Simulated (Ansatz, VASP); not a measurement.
One calculation of TePb, two programs

File INCAR:

```
PREC = Accurate ; ENCUT = 520
EDIFF = 1E-7 ; ISMEAR = 0
SIGMA = 0.05 ; LREAL = False
LASPH = True ; NELM = 100
ALGO = Normal ; ISIF = 2
LWAVE = False ; LCHARG = False
GGA = PE ; NBANDS = 17
```

The input KPOINTS:

```
regular mesh
0
Gamma
  8 8 8
```

POSCAR

```
TePb
1.0
    4.1346883173      0.0000000000      0.0000000000
    0.0000000000      4.1346883173      0.0000000000
    0.0000000000      0.0000000000      4.1346883173
Pb Te
1 1
Direct
    0.0000000000      0.0000000000      0.0000000000
    0.5000000000      0.5000000000      0.5000000000
```

Input for Ansatz:

```yaml
crystal:
  lattice:
    - [4.1346883173, 0.0, 0.0]
    - [0.0, 4.1346883173, 0.0]
    - [0.0, 0.0, 4.1346883173]
  atoms:
    - { symbol: Pb, position: [0.0, 0.0, 0.0] }
    - { symbol: Te, position: [0.5, 0.5, 0.5] }
basis:
  ecutwfc: 420
  ecutrho_ratio: 4
kpoints:
  mp_grid: { grid: [8, 8, 8] }
hamiltonian:
  xc: pbe
scf:
  occupations: { method: gaussian, width: 0.05 }
output:
  forces: true
  stress: true
  eigenvalues: true
```

Alike in both runs: task single point; functional PBE; k mesh 8 × 8 × 8; occupations gaussian, width 0.05 eV; no spin polarisation.

```csv
,VASP,Ansatz
version,VASP 6.6.1,Ansatz 0.2.0
potentials or method,"VASP PAW PBE potentials, release 64 (Pb_d, Te), cutoff 520 eV","scalar-relativistic, plane waves, PAW"
valence electrons in the cell,20,30
```

|  | VASP | Ansatz | Ansatz less VASP |
| --- | --- | --- | --- |
| gap on the k mesh at the Fermi level (eV) | none | none | - |
| pressure (GPa) | -3.3 | -3.3 | +0.04 |

A gap of «none» marks a metal or a gap that the smearing closes. VASP's potentials hold 20 valence electrons a cell and Ansatz's 30, so a difference there can come from the potentials and not from the codes.

Neither program's run includes spin-orbit coupling.
